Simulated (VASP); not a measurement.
# SrO (P6_3/mmc) in VASP: notebook, part 2 of 2

VASP 6.6.1.

### Step 3. Relaxation of cell and atoms, r2SCAN

This run uses another cell than the first one, of 17.00 Å³/atom.

Contents of POSCAR:

```
SrO
1.0
    3.5532880900      0.0000000000      0.0000000000
   -1.7766440500      3.0772377500      0.0000000000
    0.0000000000      0.0000000000      6.2173039800
Sr O
2 2
Direct
    0.3333333300      0.6666666700      0.2500000000
    0.6666666700      0.3333333300      0.7500000000
    0.0000000000      0.0000000000      0.0000000000
    0.0000000000      0.0000000000      0.5000000000
```

Contents of INCAR.step1:

```
SYSTEM = SrO
PREC = Accurate
ENCUT = 600
ISMEAR = 0
SIGMA = 0.02
LREAL = .FALSE.
LASPH = .TRUE.
NELM = 100
GGA = PE
ALGO = Normal
EDIFF = 1E-4
LWAVE = .TRUE.
LCHARG = .FALSE.
```

Contents of INCAR.step2:

```
SYSTEM = SrO
PREC = Accurate
ENCUT = 600
EDIFF = 1E-7
ISMEAR = 0
SIGMA = 0.02
LREAL = .FALSE.
LASPH = .TRUE.
NELM = 100
ALGO = Normal
ISIF = 3
LWAVE = .FALSE.
LCHARG = .FALSE.
METAGGA = R2SCAN
LMIXTAU = .TRUE.
IBRION = 2
NSW = 100
EDIFFG = -0.002
ISTART = 1
```

Contents of KPOINTS:

```
regular mesh
0
G
  9 9 4
  0 0 0
```

Potentials or basis: VASP PAW PBE potentials, release 64 (Sr_sv, O).

The run is started by

```bash
$ cat potpaw_PBE.64/Sr_sv/POTCAR potpaw_PBE.64/O/POTCAR > POTCAR
$ cp INCAR.step1 INCAR
$ mpirun -np 1 vasp_std > vasp.out
$ cp INCAR.step2 INCAR
$ mpirun -np 1 vasp_std > vasp.out
```

OUTCAR:

```text
SYSTEM = SrO
   PREC = Accurate
   ENCUT = 600
   EDIFF = 1E-7
   ISMEAR = 0
   LREAL = .FALSE.
   LASPH = .TRUE.
   NELM = 100
   ISIF = 3
   METAGGA = R2SCAN
   IBRION = 2
   NSW = 100
   EDIFFG = -0.002
   ISTART = 1

 ion  position               nearest neighbor table
   1  0.333  0.667  0.250-   3 2.57   4 2.57   3 2.57   4 2.57   3 2.57   4 2.57   2 3.72   2 3.72
                             2 3.72   2 3.72   2 3.72   2 3.72
   2  0.667  0.333  0.750-   3 2.57   4 2.57   3 2.57   4 2.57   3 2.57   4 2.57   1 3.72   1 3.72
                             1 3.72   1 3.72   1 3.72   1 3.72
   3  0.000  0.000  0.000-   1 2.57   2 2.57   1 2.57   2 2.57   2 2.57   1 2.57
   4  0.000  0.000  0.500-   1 2.57   2 2.57   1 2.57   2 2.57   2 2.57   1 2.57

  LATTYP: Found a hexagonal cell.
 ALAT       =     3.5532880900
 C/A-ratio  =     1.7497325920

  Lattice vectors:

 A1 = (   3.5532880900,   0.0000000000,   0.0000000000)
 A2 = (  -1.7766440500,   3.0772377500,   0.0000000000)
 A3 = (   0.0000000000,   0.0000000000,   6.2173039800)

Analysis of symmetry for initial positions (statically):
=====================================================================
 Subroutine PRICEL returns:
 Original cell was already a primitive cell.

 Routine SETGRP: Setting up the symmetry group for a
 hexagonal supercell.

 Subroutine GETGRP returns: Found 24 space group operations
 (whereof 12 operations were pure point group operations)
 out of a pool of 24 trial point group operations.

The static configuration has the point symmetry D_3d.
 The point group associated with its full space group is D_6h.

Analysis of symmetry for dynamics (positions and initial velocities):
[... 184 lines left out ...]
     0.000000000  0.000000000  6.217303980     0.000000000  0.000000000  0.160841420

 POSITION                                       TOTAL-FORCE (eV/Angst)
 -----------------------------------------------------------------------------------
     -0.00000      2.05149      1.55433         0.000000     -0.000000      0.000000
      1.77664      1.02575      4.66298        -0.000000      0.000000      0.000000
      0.00000      0.00000      0.00000        -0.000000     -0.000000      0.000000
      0.00000      0.00000      3.10865        -0.000000     -0.000000      0.000000
 -----------------------------------------------------------------------------------
    total drift:                               -0.000010      0.000006      0.000000

  FREE ENERGIE OF THE ION-ELECTRON SYSTEM (eV)
  ---------------------------------------------------
  free  energy   TOTEN  =       -53.7514358993 eV

  energy  without entropy=      -53.7514358993  energy(sigma->0) =      -53.75143590

--------------------------------------- Ionic step        2  -------------------------------------------

 number of electron      32.0000002 magnetization

 Free energy of the ion-electron system (eV)
  ---------------------------------------------------
  ext. energy  EPLUGINS =         0.00000000
  ---------------------------------------------------
  free energy    TOTEN  =       -53.75143756 eV

  energy without entropy =      -53.75143756  energy(sigma->0) =      -53.75143756

 E-fermi :   2.0218     XC(G=0): -10.5739

 val. band max:        1.9109926210   @ k =   0.0000   0.0000   0.0000
 cond. band min:       5.4329279624   @ k =   0.4444   0.0000   0.0000
 fundamental gap:      3.5219353414
 Fermi energy:         2.0217599446

 k-point     1 :       0.0000    0.0000    0.0000
  band No.  band energies     occupation
      1     -32.1918      2.00000
      2     -32.0830      2.00000
      3     -15.9740      2.00000
      4     -14.5935      2.00000
      5     -13.2523      2.00000
      6     -13.2523      2.00000
[... 541 lines left out ...]
     19       9.7726      0.00000
     20       9.7726      0.00000

 [... further k-points ...]
[... 5 lines left out ...]
  --------------------------------------------------------------------------------------
  -------------------------------------------------------------------------------------
  Total       -0.0032418     -0.0032418     -0.0060658      0.0000000      0.0000000      0.0000000
  in kB       -0.0763705     -0.0763705     -0.1428984      0.0000000      0.0000000      0.0000000
  external PRESSURE =      -0.0985465 kB  Pullay stress =       0.0000000 kB

 VOLUME and BASIS-vectors are now :
 -----------------------------------------------------------------------------
  energy-cutoff  :      600.00
  volume of cell :       68.01
      direct lattice vectors                 reciprocal lattice vectors
     3.553856150 -0.000000000  0.000000000     0.281384490  0.162457412 -0.000000000
    -1.776928080  3.077729704  0.000000000     0.000000000  0.324914822 -0.000000000
     0.000000000  0.000000000  6.217857472    -0.000000000 -0.000000000  0.160827102

 POSITION                                       TOTAL-FORCE (eV/Angst)
 -----------------------------------------------------------------------------------
     -0.00000      2.05182      1.55446        -0.000000      0.000000      0.000000
      1.77693      1.02591      4.66339         0.000000     -0.000000      0.000000
      1.77693      3.07773      0.00000         0.000000      0.000000      0.000000
      1.77693      3.07773      3.10893         0.000000     -0.000000      0.000000
 -----------------------------------------------------------------------------------
    total drift:                               -0.000010      0.000006      0.000000

  FREE ENERGIE OF THE ION-ELECTRON SYSTEM (eV)
  ---------------------------------------------------
  free  energy   TOTEN  =       -53.7514375630 eV

  energy  without entropy=      -53.7514375630  energy(sigma->0) =      -53.75143756

 reached required accuracy - stopping structural energy minimisation
```

OSZICAR.step1:

```text
N       E                     dE             d eps       ncg     rms          rms(c)
DAV:   1     0.200085448751E+03    0.20009E+03   -0.18051E+04  1440   0.170E+03
DAV:   2    -0.175082142695E+02   -0.21759E+03   -0.20939E+03  2072   0.343E+02
DAV:   3    -0.281111138802E+02   -0.10603E+02   -0.10557E+02  2144   0.710E+01
DAV:   4    -0.283968289326E+02   -0.28572E+00   -0.28509E+00  2064   0.922E+00
DAV:   5    -0.283996033813E+02   -0.27744E-02   -0.27743E-02  1872   0.101E+00    0.228E+01
DAV:   6    -0.239070858696E+02    0.44925E+01   -0.28368E+01  1524   0.295E+01    0.291E+01
DAV:   7    -0.238348409469E+02    0.72245E-01   -0.19586E+00  2012   0.868E+00    0.186E+01
DAV:   8    -0.237589210682E+02    0.75920E-01   -0.81147E-01  1520   0.626E+00    0.438E+00
DAV:   9    -0.237378926638E+02    0.21028E-01   -0.13310E-01  1884   0.254E+00    0.973E-01
DAV:  10    -0.237405712337E+02   -0.26786E-02   -0.12227E-02  1852   0.704E-01    0.185E-01
DAV:  11    -0.237410612251E+02   -0.48999E-03   -0.12734E-03  1816   0.223E-01    0.113E-01
DAV:  12    -0.237411005488E+02   -0.39324E-04   -0.12689E-04  1128   0.772E-02
   1 F= -.23741101E+02 E0= -.23741101E+02  d E =-.382183E-30
```

Run time: 5.4 min. Hardware: 1 thread of Intel Xeon Platinum 8259CL at 2.50GHz (Skylake/Cascade Lake), shared host; peak memory 0.24 GiB.

What came out:

| Quantity | Value |
| --- | --- |
| Free energy | -53.7514 eV |
| Relaxed volume | 17.00 Å³/atom |
| Relaxed cell | a = 3.554 Å, b = 3.554 Å, c = 6.218 Å, α = 90.00°, β = 90.00°, γ = 120.00° |
| Space group after relaxing (to 0.1 Å) | P6_3/mmc (No. 194) |
| Energy gained by relaxing | 0.0 meV/atom |
| Ionic steps | 2 |
| Pressure after relaxing | 0.0 GPa |
| Band gap on the k mesh | 3.52 eV (least direct gap 3.66 eV) |

Final structure:
```
CELL_PARAMETERS angstrom
3.55386 0.00000 0.00000
-1.77693 3.07773 0.00000
0.00000 0.00000 6.21786
ATOMIC_POSITIONS crystal
Sr 0.33333 0.66667 0.25000
Sr 0.66667 0.33333 0.75000
O 0.00000 0.00000 0.00000
O 0.00000 0.00000 0.50000
```

Caveat: the PAW data sets were made with another functional, which shifts forces and pressure a little.

### Step 4. Single point, r2SCAN

This run uses another cell than the first one, of 17.00 Å³/atom.

POSCAR is that of step 3.

Contents of INCAR.step1:

```
SYSTEM = SrO
ALGO = Normal ; EDIFF = 1E-4
ENCUT = 520 ; GGA = PE
ISMEAR = 0 ; LASPH = .True.
LCHARG = .False. ; LREAL = .False.
LWAVE = .True. ; NBANDS = 24
NELM = 100 ; PREC = Accurate
SIGMA = 0.1
```

Contents of INCAR.step2:

```
SYSTEM = SrO
ALGO = Normal ; EDIFF = 1E-6
ENCUT = 520 ; ISIF = 2
ISMEAR = 0 ; ISTART = 1
LASPH = .True. ; LCHARG = .True.
LELF = .True. ; LMIXTAU = .True.
LREAL = .False. ; LVHAR = .True.
LWAVE = .False. ; METAGGA = R2SCAN
NBANDS = 24 ; NELM = 100
PREC = Accurate ; SIGMA = 0.1
```

Contents of KPOINTS:

```
k-points
0
Gamma
  6 6 4
  0 0 0
```

The run is started by

```bash
$ cat potpaw_PBE.64/Sr_sv/POTCAR potpaw_PBE.64/O/POTCAR > POTCAR
$ cp INCAR.step1 INCAR
$ mpirun -np 1 vasp_std > vasp.out
$ cp INCAR.step2 INCAR
$ mpirun -np 1 vasp_std > vasp.out
```

Run time: 2.1 min. Hardware: 1 thread of Intel Xeon Platinum 8259CL at 2.50GHz (Skylake/Cascade Lake), shared host; peak memory 0.21 GiB.

The run converged. Its results:

| Item | Value |
| --- | --- |
| Free energy | -53.7465 eV |
| Pressure | 0.1 GPa |
| Band gap on the k mesh | 3.49 eV (least direct gap 3.67 eV) |

Levels at points of the mesh, in eV from the valence-band top:
```csv
k point,band 12,band 13,band 14,band 15,band 16,band 17,band 18,band 19,band 20,band 21
"(0.00, 0.00, 0.00)",-1.03,-1.03,-0.79,-0.79,0.00,3.67,5.44,5.68,6.73,6.73
"(0.50, 0.00, 0.00)",-1.49,-1.44,-1.37,-0.55,-0.25,3.49,6.16,6.54,8.78,9.49
"(0.00, 0.00, 0.50)",-1.57,-0.94,-0.94,-0.94,-0.94,5.17,5.17,6.54,6.54,7.73
"(0.50, 0.00, 0.50)",-1.74,-1.25,-1.25,-1.00,-1.00,4.74,4.74,7.28,7.28,9.82
```

Caveat: the PAW data sets were made with another functional, which shifts forces and pressure a little.

### Step 5. Overview

| task | cell | k mesh | cutoff (eV) | smearing | gap on the mesh (eV) | pressure (GPa) |
| --- | --- | --- | --- | --- | --- | --- |
| single point | a = 3.547, b = 3.547, c = 6.209 Å, angles 90.0, 90.0, 120.0°, 4 atoms | 9 × 9 × 4 | 520 | gaussian 0.02 eV | 3.52 | 0.5 |
| relaxation of cell and atoms | relaxed from a = 3.553, b = 3.553, c = 6.217 Å, angles 90.0, 90.0, 120.0°, 4 atoms | 9 × 9 × 4 | 600 | gaussian 0.02 eV | 3.52 | 0.0 |
| single point | a = 3.553, b = 3.553, c = 6.217 Å, angles 90.0, 90.0, 120.0°, 4 atoms | 6 × 6 × 4 | 520 | gaussian 0.1 eV | 3.49 | 0.1 |

Alike in all rows: level r2SCAN; potentials or basis VASP PAW PBE potentials, release 64 (Sr_sv, O); no spin polarisation.

Caveats: the PAW data sets were made with another functional, which shifts forces and pressure a little.

Absolute energies hang on the potentials; compare differences alone.
